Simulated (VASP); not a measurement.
# SnSe2 (P-3m1) in VASP: notebook

SnSe2 is run at these levels: PBEsol; tasks: single point.

Program: VASP 6.6.1. These are calculated values, not measurements. Logs are shortened: lines on timing, memory, paths and dates and some standing lists are left out, and cuts for length are marked.

## 1. The cell of the first run

The structure is trigonal, space group P-3m1 (No. 164). The conventional cell has a = 3.863 Å, b = 3.863 Å, c = 5.972 Å, α = 90.00°, β = 90.00°, γ = 120.00°. Within 3.5 Å of Sn (site symmetry -3m) lie 6 Se at 2.68 Å. Within 3.5 Å of Se (site symmetry 3m) lie 3 Sn at 2.68 Å.

## 2. Single point, PBEsol

INCAR

```
SYSTEM = SnSe2
PREC = Accurate
ENCUT = 520
EDIFF = 1E-6
ISMEAR = 0
SIGMA = 0.05
LREAL = .False.
LASPH = .True.
NELM = 60
ALGO = Normal
ISIF = 2
LWAVE = .False.
LCHARG = .False.
GGA = PS
NBANDS = 20
```

KPOINTS

```
regular mesh
0
Gamma
  9 9 6
  0 0 0
```

POSCAR

```
SnSe2
1.0
    3.8632107324      0.0000000000      0.0000000000
   -1.9316053662      3.3456386344      0.0000000000
    0.0000000000      0.0000000000      5.9722357835
Sn Se
1 2
Direct
    0.0000000000      0.0000000000      0.0000000000
    0.3333333333      0.6666666667      0.2500000000
    0.6666666667      0.3333333333      0.7500000000
```

Potentials or basis: VASP PAW PBE potentials, release 64 (Sn_d, Se).

Launch:

```console
$ cat potpaw_PBE.64/Sn_d/POTCAR potpaw_PBE.64/Se/POTCAR > POTCAR
$ mpirun -np 1 vasp_std > vasp.out
```

OUTCAR:

```text
SYSTEM = SnSe2
   PREC = Accurate
   ENCUT = 520
   EDIFF = 1E-6
   ISMEAR = 0
   LREAL = .False.
   LASPH = .True.
   NELM = 60
   ISIF = 2
   GGA = PS

 ion  position               nearest neighbor table
   1  0.000  0.000  0.000-   2 2.68   3 2.68   2 2.68   3 2.68   3 2.68   2 2.68
   2  0.333  0.667  0.250-   1 2.68   1 2.68   1 2.68
   3  0.667  0.333  0.750-   1 2.68   1 2.68   1 2.68

  LATTYP: Found a hexagonal cell.
 ALAT       =     3.8632107324
 C/A-ratio  =     1.5459254483

  Lattice vectors:

 A1 = (   3.8632107324,   0.0000000000,   0.0000000000)
 A2 = (  -1.9316053662,   3.3456386344,   0.0000000000)
 A3 = (   0.0000000000,   0.0000000000,   5.9722357835)

Analysis of symmetry for initial positions (statically):
=====================================================================
 Subroutine PRICEL returns:
 Original cell was already a primitive cell.

 Routine SETGRP: Setting up the symmetry group for a
 hexagonal supercell.

 Subroutine GETGRP returns: Found 12 space group operations
 (whereof 12 operations were pure point group operations)
 out of a pool of 24 trial point group operations.

The static configuration has the point symmetry D_3d.

Analysis of symmetry for dynamics (positions and initial velocities):
=====================================================================
 Subroutine PRICEL returns:
 Original cell was already a primitive cell.

 Routine SETGRP: Setting up the symmetry group for a
 hexagonal supercell.

 Subroutine GETGRP returns: Found 12 space group operations
 (whereof 12 operations were pure point group operations)
 out of a pool of 24 trial point group operations.

The dynamic configuration has the point symmetry D_3d.

 Subroutine INISYM returns: Found 12 space group operations
 (whereof 12 operations are pure point group operations),
 and found     1 'primitive' translations

----------------------------------------------------------------------------------------

                                     Primitive cell

  volume of cell :      77.1906

  direct lattice vectors                    reciprocal lattice vectors
     3.863210732  0.000000000  0.000000000     0.258852045  0.149448298  0.000000000
    -1.931605366  3.345638634  0.000000000     0.000000000  0.298896596  0.000000000
     0.000000000  0.000000000  5.972235784     0.000000000  0.000000000  0.167441480

  length of vectors
     3.863210732  3.863210732  5.972235784     0.298896596  0.298896596  0.167441480

  position of ions in fractional coordinates (direct lattice)
     0.000000000  0.000000000  0.000000000
     0.333333333  0.666666667  0.250000000
     0.666666667  0.333333333  0.750000000

  ion indices of the primitive-cell ions
   primitive index   ion index
                 1           1
                 2           2
                 3           3

----------------------------------------------------------------------------------------

 KPOINTS: regular mesh

Automatic generation of k-mesh.
 Grid dimensions read from file:
 generate k-points for:    9    9    6

 Generating k-lattice:

  Cartesian coordinates                     Fractional coordinates (reciprocal lattice)
     0.028761338  0.016605366  0.000000000     0.111111111  0.000000000  0.000000000
     0.000000000  0.033210733  0.000000000     0.000000000  0.111111111  0.000000000
     0.000000000  0.000000000  0.027906913     0.000000000  0.000000000  0.166666667

  Length of vectors
     0.033210733  0.033210733  0.027906913

  Shift w.r.t. Gamma in fractional coordinates (k-lattice)
     0.000000000  0.000000000  0.000000000

 Subroutine IBZKPT returns following result:
 ===========================================

 Found     62 irreducible k-points:

 Following reciprocal coordinates:
            Coordinates               Weight
  0.000000  0.000000  0.000000      1.000000
  0.111111  0.000000  0.000000      6.000000
  0.222222  0.000000  0.000000      6.000000
  0.333333  0.000000  0.000000      6.000000
  0.444444  0.000000  0.000000      6.000000
  0.111111  0.111111  0.000000      6.000000
[... 16 lines left out ...]
  0.222222  0.111111  0.166667     12.000000
 -0.111111  0.333333  0.166667     12.000000
 [... further k-points ...]
   k-points           NKPTS =     62   k-points in BZ     NKDIM =     62   number of bands    NBANDS=     20
   number of dos      NEDOS =    301   number of ions     NIONS =      3
   total plane-waves  NPLWV =  43200
   dimension x,y,z NGX =    30 NGY =   30 NGZ =   48
   dimension x,y,z NGXF=    60 NGYF=   60 NGZF=   96
   ions per type =               1   2
   NGX,Y,Z   is equivalent  to a cutoff of  12.91, 12.91, 13.36 a.u.
   NGXF,Y,Z  is equivalent  to a cutoff of  25.82, 25.82, 26.72 a.u.
 SYSTEM =  SnSe2
   PREC   = accura    normal or accurate (medium, high low for compatibility)
   ISTART =      0    job   : 0-new  1-cont  2-samecut
   ICHARG =      2    charge: 1-file 2-atom 10-const
   ISPIN  =      1    spin polarized calculation?
   LNONCOLLINEAR =      F non collinear calculations
   LSORBIT =      F    spin-orbit coupling
   LASPH  =      T    aspherical Exc in radial PAW
   ENCUT  =  520.0 eV  38.22 Ry    6.18 a.u.   7.18  7.18 11.10*2*pi/ulx,y,z
   NELM   =     60;   NELMIN=  2; NELMDL= -5     # of ELM steps
   EDIFF  = 0.1E-05   stopping-criterion for ELM
   LREAL  =      F    real-space projection
   EDIFFG = 0.1E-04   stopping-criterion for IOM
   NSW    =      0    number of steps for IOM
   IBRION =     -1    ionic relax: 0-MD 1-quasi-New 2-CG
   NFREE  =      0    steps in history (QN), initial steepest desc. (CG)
   ISIF   =      2    stress and relaxation
   ISYM   =      2    0-nonsym 1-usesym 2-fastsym
   POTIM  = 0.5000    time-step for ionic-motion
   TEBEG  =    0.0;   TEEND  =   0.0 temperature during run
   PSTRESS=    0.0 pullay stress
   NELECT =      26.0000    total number of electrons
   NUPDOWN=      -1.0000    fix difference up-down
   EMIN   =  10.00;   EMAX   =-10.00  energy-range for DOS
   EFERMI =   0.00;   METHOD = LEGACY
   ISMEAR =     0;   SIGMA  =   0.05  broadening in eV -4-tet -1-fermi 0-gaus
   EFERMI_NEDOS =   21; number of points for ismear=-14 and -15
   IALGO  =     38    algorithm
   IMIX   =      4    mixing-type and parameters
     AMIX     =   0.40;   BMIX     =  1.00
     AMIX_MAG =   1.60;   BMIX_MAG =  1.00
  volume/ion in A,a.u.               =      25.73       173.64
  Fermi-wavevector in a.u.,A,eV,Ry     =   1.139054  2.152501 17.652812  1.297445
  Thomas-Fermi vector in A             =   2.275758
   LORBIT       =      0    0 simple, 1 ext, 2 COOP (PROOUT), +10 PAW based schemes
   GGA     = PS    functional components
   LHFCALC =     F    Hartree Fock is set to
   AEXX    =    0.0000 exact exchange contribution
   IVDW    =     0    specifies the selected vdW correction
   LEPSILON=     F    determine dielectric tensor
   LRPA    =     F    only Hartree local field effects (RPA)
 non-spin polarized calculation
 Gauss-broadening in eV      SIGMA  =   0.05
  energy-cutoff  :      520.00
  volume of cell :       77.19
 maximum number of plane-waves:      2103
 NGX is ok and might be reduce to    30

 number of electron      25.9999999 magnetization

 Free energy of the ion-electron system (eV)
  ---------------------------------------------------
  ext. energy  EPLUGINS =         0.00000000
  ---------------------------------------------------
  free energy    TOTEN  =       -12.91640027 eV

  energy without entropy =      -12.91640027  energy(sigma->0) =      -12.91640027

 E-fermi :   4.5336     XC(G=0):  -9.6507

 val. band max:        4.3182873866   @ k =   0.0000   0.0000   0.0000
 cond. band min:       4.7430025791   @ k =   0.0000   0.4444   0.3333
 fundamental gap:      0.4247151925
 Fermi energy:         4.5336096183

 k-point     1 :       0.0000    0.0000    0.0000
  band No.  band energies     occupation
      1     -17.1093      2.00000
      2     -17.1093      2.00000
      3     -17.0766      2.00000
      4     -17.0582      2.00000
      5     -17.0582      2.00000
      6      -9.9257      2.00000
[... 12 lines left out ...]
     19      12.8637      0.00000
     20      12.8637      0.00000

 k-point     2 :       0.1111    0.0000    0.0000
  band No.  band energies     occupation
      1     -17.1157      2.00000
      2     -17.1060      2.00000
      3     -17.0734      2.00000
      4     -17.0602      2.00000
      5     -17.0568      2.00000
      6      -9.8056      2.00000
[... 12 lines left out ...]
     19      12.5922      0.00000
     20      12.9781      0.00000

 k-point     3 :       0.2222    0.0000    0.0000
  band No.  band energies     occupation
      1     -17.1332      2.00000
      2     -17.0996      2.00000
      3     -17.0698      2.00000
      4     -17.0592      2.00000
      5     -17.0512      2.00000
      6      -9.4586      2.00000
[... 12 lines left out ...]
     19      11.9136      0.00000
     20      13.2396      0.00000

 k-point     4 :       0.3333    0.0000    0.0000
  band No.  band energies     occupation
      1     -17.1537      2.00000
      2     -17.0958      2.00000
      3     -17.0741      2.00000
      4     -17.0490      2.00000
      5     -17.0412      2.00000
      6      -8.9397      2.00000
[... 12 lines left out ...]
     19      12.6272      0.00000
     20      13.9601      0.00000

 k-point     5 :       0.4444    0.0000    0.0000
  band No.  band energies     occupation
      1     -17.1673      2.00000
      2     -17.0949      2.00000
      3     -17.0775      2.00000
      4     -17.0416      2.00000
      5     -17.0331      2.00000
      6      -8.4145      2.00000
[... 12 lines left out ...]
     19      13.7591      0.00000
     20      14.6196      0.00000
[... 353 lines left out ...]
      6      -8.3880      2.00000
[... 12 lines left out ...]
     19      13.3195      0.00000
     20      14.4433      0.00000

 k-point    22 :       0.1111    0.1111    0.1667
  band No.  band energies     occupation
      1     -17.1261      2.00000
      2     -17.1030      2.00000
      3     -17.0680      2.00000
      4     -17.0630      2.00000
      5     -17.0525      2.00000
      6      -9.5297      2.00000
[... 12 lines left out ...]
     19      12.0690      0.00000
     20      12.7619      0.00000

 k-point    23 :       0.2222    0.1111    0.1667
  band No.  band energies     occupation
      1     -17.1425      2.00000
      2     -17.1009      2.00000
      3     -17.0687      2.00000
      4     -17.0582      2.00000
      5     -17.0434      2.00000
      6      -9.0959      2.00000
[... 12 lines left out ...]
     19      11.7903      0.00000
     20      13.5206      0.00000

 k-point    24 :      -0.1111    0.3333    0.1667
  band No.  band energies     occupation
      1     -17.1425      2.00000
      2     -17.1009      2.00000
      3     -17.0687      2.00000
      4     -17.0582      2.00000
      5     -17.0434      2.00000
      6      -9.0955      2.00000
[... 12 lines left out ...]
     19      11.2427      0.00000
     20      13.4252      0.00000

 [... further k-points ...]
[... 5 lines left out ...]
  --------------------------------------------------------------------------------------
  -------------------------------------------------------------------------------------
  Total        0.5085457      0.5085457      2.2557979      0.0000000      0.0000000      0.0000000
  in kB       10.5554374     10.5554374     46.8216164      0.0000000      0.0000000      0.0000000
  external PRESSURE =      22.6441637 kB  Pullay stress =       0.0000000 kB

 VOLUME and BASIS-vectors are now :
 -----------------------------------------------------------------------------
  energy-cutoff  :      520.00
  volume of cell :       77.19
      direct lattice vectors                 reciprocal lattice vectors
     3.863210732  0.000000000  0.000000000     0.258852045  0.149448298  0.000000000
    -1.931605366  3.345638634  0.000000000     0.000000000  0.298896596  0.000000000
     0.000000000  0.000000000  5.972235784     0.000000000  0.000000000  0.167441480

 POSITION                                       TOTAL-FORCE (eV/Angst)
 -----------------------------------------------------------------------------------
      0.00000      0.00000      0.00000        -0.000000      0.000000      0.000000
     -0.00000      2.23043      1.49306        -0.000000      0.000000      0.755757
      1.93161      1.11521      4.47918         0.000000     -0.000000     -0.755757
 -----------------------------------------------------------------------------------
    total drift:                                0.000000      0.000000     -0.000000

  FREE ENERGIE OF THE ION-ELECTRON SYSTEM (eV)
  ---------------------------------------------------
  free  energy   TOTEN  =       -12.9164002744 eV

  energy  without entropy=      -12.9164002744  energy(sigma->0) =      -12.91640027
```

It took 69 s on 1 thread of Intel Xeon Platinum 8488C (Sapphire Rapids), shared host; peak memory 0.25 GiB.

Results:

- Free energy: -12.9164 eV
- Pressure: 2.3 GPa
- Largest force: 0.756 eV/Å
- Band gap on the k mesh: 0.42 eV, indirect (least direct gap 0.53 eV)

Forces in eV/Å, atoms in the order of the input:
```
Sn   0.000  0.000  0.000
Se   0.000  0.000  0.756
Se   0.000  0.000 -0.756
```

Levels at points of the mesh, in eV from the valence-band top:
```
           k point  band 9  band 10  band 11  band 12  band 13  band 14  band 15  band 16  band 17  band 18
(0.00, 0.00, 0.00)   -1.10    -1.10    -0.81    -0.81     0.00     0.53     2.37     4.21     4.21     7.99
(0.00, 0.00, 0.50)   -2.21    -1.20    -1.20    -0.62    -0.62     1.95     2.36     3.87     3.87     7.78
```

Caveat: the PAW data sets were made with another functional, which shifts forces and pressure a little; spin-orbit coupling is left out, which moves the levels of the heavy elements; this functional lacks dispersion, which binds the layers, so the pressure and a relaxed spacing across them are unreliable.

## 3. Single point, PBEsol

This run uses another cell than the first one, of the same volume but with other edges.

INCAR

```
SYSTEM = SnSe2
  ALGO = Normal
  EDIFF = 1E-6
  ENCUT = 520
  GGA = PS
  ISIF = 2
  ISMEAR = 0
  LASPH = .True.
  LCHARG = .False.
  LREAL = .False.
  LWAVE = .False.
  NBANDS = 20
  NELM = 80
  PREC = Accurate
  SIGMA = 0.05
```

KPOINTS

```
k-points
0
Gamma
  9 9 6
  0 0 0
```

POSCAR

```
SnSe2
1.0
    3.7495203087      0.0000000000      0.0000000000
   -1.8747601544      3.2471798393      0.0000000000
    0.0000000000      0.0000000000      6.3398987578
Sn Se
1 2
Direct
    0.0000000000      0.0000000000      0.0000000000
    0.3333333333      0.6666666667      0.2500000000
    0.6666666667      0.3333333333      0.7500000000
```

Potentials or basis: VASP PAW PBE potentials, release 64 (Sn_d, Se).

Launch:

```console
$ cat potpaw_PBE.64/Sn_d/POTCAR potpaw_PBE.64/Se/POTCAR > POTCAR
$ mpirun -np 1 vasp_std > vasp.out
```

OUTCAR:

```text
SYSTEM = SnSe2
   EDIFF = 1E-6
   ENCUT = 520
   GGA = PS
   ISIF = 2
   ISMEAR = 0
   LASPH = .True.
   LREAL = .False.
   NELM = 80
   PREC = Accurate

 ion  position               nearest neighbor table
   1  0.000  0.000  0.000-   2 2.68   3 2.68   2 2.68   3 2.68   3 2.68   2 2.68
   2  0.333  0.667  0.250-   1 2.68   1 2.68   1 2.68
   3  0.667  0.333  0.750-   1 2.68   1 2.68   1 2.68

  LATTYP: Found a hexagonal cell.
 ALAT       =     3.7495203087
 C/A-ratio  =     1.6908559591

[... 194 lines left out ...]
      4     -17.0380      2.00000
      5     -17.0380      2.00000
      6      -9.9856      2.00000
[... 541 lines left out ...]
     19      11.5689      0.00000
     20      13.2386      0.00000

 [... further k-points ...]
[... 5 lines left out ...]
  --------------------------------------------------------------------------------------
  -------------------------------------------------------------------------------------
  Total        1.4041949      1.4041949      0.7693936     -0.0000000     -0.0000000     -0.0000000
  in kB       29.1456395     29.1456395     15.9696272     -0.0000000     -0.0000000     -0.0000000
  external PRESSURE =      24.7536354 kB  Pullay stress =       0.0000000 kB

 VOLUME and BASIS-vectors are now :
 -----------------------------------------------------------------------------
  energy-cutoff  :      520.00
  volume of cell :       77.19
      direct lattice vectors                 reciprocal lattice vectors
     3.749520309  0.000000000  0.000000000     0.266700782  0.153979769  0.000000000
    -1.874760154  3.247179839  0.000000000     0.000000000  0.307959537  0.000000000
     0.000000000  0.000000000  6.339898758     0.000000000  0.000000000  0.157731225

 POSITION                                       TOTAL-FORCE (eV/Angst)
 -----------------------------------------------------------------------------------
      0.00000      0.00000      0.00000         0.000000      0.000000     -0.000000
     -0.00000      2.16479      1.58497         0.000000     -0.000000      0.269707
      1.87476      1.08239      4.75492        -0.000000      0.000000     -0.269707
 -----------------------------------------------------------------------------------
    total drift:                               -0.000000     -0.000000     -0.000000

  FREE ENERGIE OF THE ION-ELECTRON SYSTEM (eV)
  ---------------------------------------------------
  free  energy   TOTEN  =       -12.9555038707 eV

  energy  without entropy=      -12.9555038707  energy(sigma->0) =      -12.95550387
```

stdout:

```text
POSCAR found type information on POSCAR SnSe
 POSCAR found :  2 types and       3 ions
 scaLAPACK will be used
 -----------------------------------------------------------------------------
|                                                                             |
|                                                                             |
|     You enforced a specific xc type in the INCAR file but a different       |
|     I HOPE YOU KNOW WHAT YOU ARE DOING!                                     |
|                                                                             |
 -----------------------------------------------------------------------------

 LDA part: xc-table for (Slater+PW92), standard interpolation
 POSCAR, INCAR and KPOINTS ok, starting setup
 FFT: planning ... GRIDC
 FFT: planning ... GRID_SOFT
 FFT: planning ... GRID
 WAVECAR not read
 entering main loop
```

It took 53 s on 1 thread of Intel Xeon Platinum 8488C (Sapphire Rapids), shared host; peak memory 0.24 GiB.

What came out:

```
Free energy            : -12.9555 eV
Pressure               : 2.5 GPa
Largest force          : 0.270 eV/Å
Band gap on the k mesh : 0.54 eV, indirect (least direct gap 1.11 eV)
```

Forces in eV/Å, atoms in the order of the input:
```
Sn   0.000  0.000  0.000
Se   0.000  0.000  0.270
Se   0.000  0.000 -0.270
```

Stress tensor (GPa, compression positive):
```
2.91 0.00 0.00
0.00 2.91 0.00
0.00 0.00 1.60
```

Levels at points of the mesh, in eV from the valence-band top:
```
           k point  band 11  band 12  band 13  band 14  band 15  band 16
(0.00, 0.00, 0.00)    -0.41    -0.22    -0.22     1.13     3.09     4.70
(0.00, 0.00, 0.50)    -0.62    -0.09    -0.09     2.58     3.02     4.48
```

Caveat: the PAW data sets were made with another functional, which shifts forces and pressure a little; spin-orbit coupling is left out, which moves the levels of the heavy elements; this functional lacks dispersion, which binds the layers, so the pressure and a relaxed spacing across them are unreliable. A k mesh can miss the band edges.
